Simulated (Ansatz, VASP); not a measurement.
Na in VASP and in Ansatz

```
Na
1.0
     3.71144    0.00000    0.00000
    -1.85572    3.21420    0.00000
     0.00000    0.00000   12.03448
Na
4
Direct
  0.00000 0.00000 0.00000
  0.00000 0.00000 0.50000
  0.33333 0.66667 0.25000
  0.66667 0.33333 0.75000
```

Alike in both runs: task single point; functional BLYP; k mesh 13 × 13 × 4; occupations fermi-dirac, width 0.1 eV; no spin polarisation.

|  | VASP | Ansatz |
| --- | --- | --- |
| version | VASP 6.6.1 | Ansatz 0.2.0 |
| potentials or method | VASP PAW PBE potentials, release 64 (Na_pv), cutoff 520 eV | plane waves (420 eV) with PAW, scalar-relativistic |
| valence electrons in the cell | 28 | 36 |

```csv
,VASP,Ansatz,Ansatz less VASP
pressure (GPa),0.3,0.3,+0.02
```

VASP's potentials were made for PBE, not for BLYP. VASP's potentials hold 28 valence electrons a cell and Ansatz's 36, so a difference there can come from the potentials and not from the codes.
